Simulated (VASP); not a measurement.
**HgTe: relaxation of cell and atoms with PBEsol**

HgTe:

```xyz
4
Lattice="2.9925 -3.4669 0.0000 2.9925 3.4669 0.0000 0.0000 0.0000 5.7982" Properties=species:S:1:pos:R:3 pbc="T T T"
Hg    2.9925   -1.0883    1.4495
Hg    2.9925    1.0883    4.3486
Te    2.9925    1.9748    1.4495
Te    2.9925   -1.9748    4.3486
```

* Program: VASP 6.6.1
* Task: relaxation of cell and atoms
* Functional: PBEsol
* Potentials or basis: VASP PAW PBE potentials, release 64 (Hg, Te)
* Cutoff: 600 eV
* k mesh: 6 × 6 × 5
* Occupations: fermi-dirac, width 0.05 eV
* Spin: no spin polarisation
* Target pressure: 5 GPa
* Dipole correction: no
* Further INCAR settings: ALGO = Normal; EDIFF = 1e-07; IBRION = 2; EDIFFG = -0.005; NSW = 80; ISIF = 3

```json
{
  "Relaxed volume": "25.28 Å³/atom",
  "Relaxed cell": "a = 4.125 Å, b = 4.125 Å, c = 5.943 Å, α = 90.00°, β = 90.00°, γ = 90.01°",
  "Space group after relaxing (to 0.1 Å)": "Fm-3m (No. 225)",
  "Energy change on relaxing (the run minimises the enthalpy)": "-40.3 meV/atom",
  "Ionic steps": "48",
  "Pressure after relaxing": "5.0 GPa",
  "Largest force after relaxing": "0.003 eV/Å",
  "Band gap on the k mesh": "zero (bands 18 and 19 overlap by 3.13 eV)"
}
```

Forces in eV/Å, atoms in the order of the input:
```
Hg   0.000  0.002  0.000
Hg   0.000 -0.002  0.000
Te   0.000 -0.003  0.000
Te   0.000  0.003  0.000
```

Step by step:
```
step  energy change (eV)  largest force (eV/Å)  pressure (GPa)  volume (Å³)
   1              0.0000                0.1882           -3.26       120.31
   3              0.0186                0.2974            4.82       104.38
   5              0.0260                0.3174            5.11       103.49
   7              0.0713                0.3975            5.86       100.95
   9             -0.0271                0.2243            3.45       102.72
  11              0.0352                0.1922            5.23        99.79
  13              0.0236                0.1492            4.97       100.14
  15              0.0357                0.1600            5.49        99.53
  17             -0.0115                0.1869            4.53       100.77
  19             -0.0276                0.1976            4.16       101.27
  21             -0.0373                0.1985            4.19       101.33
  23             -0.0746                0.1987            4.31       101.58
  25             -0.1029                0.1453            4.66       101.80
  27             -0.1292                0.0509            5.22       101.25
  29             -0.1261                0.0173            5.42       101.05
  31             -0.1823                0.0075            4.41       101.86
  33             -0.1619                0.0067            4.97       101.15
  35             -0.1611                0.0064            5.00       101.13
  37             -0.1610                0.0058            5.00       101.12
  39             -0.1628                0.0062            4.95       101.18
  41             -0.1627                0.0063            4.95       101.18
  43             -0.1622                0.0070            4.96       101.16
  45             -0.1600                0.0096            5.03       101.09
  47             -0.1615                0.0057            4.99       101.14
  48             -0.1611                0.0033            4.99       101.12
```

Final structure:
```
Hg Te
1.0
     2.91671   -2.91698    0.00000
     2.91671    2.91698    0.00000
     0.00000    0.00000    5.94292
Hg Te
2 2
Direct
  0.75000 0.25000 0.25000
  0.25000 0.75000 0.75000
  0.24992 0.75008 0.25000
  0.75008 0.24992 0.75000
```

Levels at points of the mesh, in eV from the Fermi level:
| k point | band 15 | band 16 | band 17 | band 18 | band 19 | band 20 | band 21 | band 22 |
| --- | --- | --- | --- | --- | --- | --- | --- | --- |
| (0.00, 0.00, 0.00) | -2.79 | -2.79 | -1.01 | -1.01 | -0.84 | -0.55 | 4.60 | 7.64 |
| (0.50, 0.00, 0.00) | -2.85 | -2.85 | 0.13 | 0.13 | 2.25 | 2.25 | 4.63 | 4.63 |
| (0.50, 0.50, 0.00) | -3.06 | -3.06 | -2.97 | -2.97 | -2.75 | -2.75 | 4.51 | 4.51 |

Wall time 41 min on 1 thread of Intel(R) Xeon(R) Platinum 8488C (Sapphire Rapids), on a shared host, peak memory 0.36 GiB.

Caveat: the cell is relaxed towards a set pressure, so the run minimises the enthalpy, not the energy; the volume moved by over 15 % at a fixed basis, so the end points are rough; the PAW data sets were made with another functional, which shifts forces and pressure a little; spin-orbit coupling is left out, which moves the levels of the heavy elements.
